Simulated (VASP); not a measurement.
Crystal: Na3Ga.

```xyz
4
Lattice="0.0000 3.8256 3.8256 3.8256 0.0000 3.8256 3.8256 3.8256 0.0000" Properties=species:S:1:pos:R:3 pbc="T T T"
Na    1.9128    1.9128    1.9128
Na    5.7384    5.7384    5.7384
Na    3.8256    3.8256    3.8256
Ga    0.0000    0.0000    0.0000
```

| Property | Result |
| --- | --- |
| Program | VASP 6.6.1 |
| Task | relaxation of cell and atoms |
| Functional | r2SCAN |
| Dispersion | D4 |
| Potentials or basis | VASP PAW PBE potentials, release 64 (Na_pv, Ga_d) |
| Cutoff | 600 eV |
| k mesh | 4 × 4 × 4 |
| Occupations | methfessel-paxton, width 0.3 eV |
| Spin | no spin polarisation |

At the start: pressure -1.0 GPa; volume 27.99 Å³/atom.

Problem. Where does the relaxation end?

Solution. Over 3 steps the energy falls by 6.2 meV/atom and the volume is 26.73 Å³/atom (-4.5 %); space group Fm-3m (No. 225, to 0.1 Å) before and after.

Step by step:
```
step  energy change (eV)  largest force (eV/Å)  pressure (GPa)  volume (Å³)
   1              0.0000                0.0000           -1.05       111.98
   2             -0.0169                0.0000           -0.69       109.04
   3             -0.0247                0.0000           -0.39       106.94
```

Final structure:
```xyz
4
Lattice="0.0000 3.7673 3.7673 3.7673 0.0000 3.7673 3.7673 3.7673 0.0000" Properties=species:S:1:pos:R:3 pbc="T T T"
Na    1.8837    1.8837    1.8837
Na    5.6510    5.6510    5.6510
Na    3.7673    3.7673    3.7673
Ga    0.0000    0.0000    0.0000
```

Caveat: so wide a smearing shifts energies and pressures; the PAW data sets were made with another functional, which shifts forces and pressure a little.
